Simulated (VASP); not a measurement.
Input of a VASP 6.6.1 run:

File INCAR:

```
  PREC = Accurate
  ENCUT = 520
  EDIFF = 1E-6
  ISMEAR = 0
  SIGMA = 0.01
  LREAL = False
  LASPH = True
  NELM = 80
  ALGO = Normal
  ISIF = 2
  LWAVE = False
  LCHARG = False
  GGA = CA
  NBANDS = 16
```

File KPOINTS:

```
regular mesh
0
Gamma
  6 6 6
```

Contents of POSCAR:

```
ZnS
1.0
    0.0000000000      2.6940858343      2.6940858343
    2.6940858343      0.0000000000      2.6940858343
    2.6940858343      2.6940858343      0.0000000000
Zn S
1 1
Direct
    0.0000000000      0.0000000000      0.0000000000
    0.2500000000      0.2500000000      0.2500000000
```

Potentials or basis: VASP PAW LDA potentials, release 64 (Zn, S).

Run with:

```bash
$ cat potpaw_LDA.64/Zn/POTCAR potpaw_LDA.64/S/POTCAR > POTCAR
$ mpirun -np 1 vasp_std > vasp.out
```

What does it give for the pressure?

-3.7 GPa.

Estimate the band gap on the k mesh.

1.93 eV.

Caveat: the cell stands under tension.
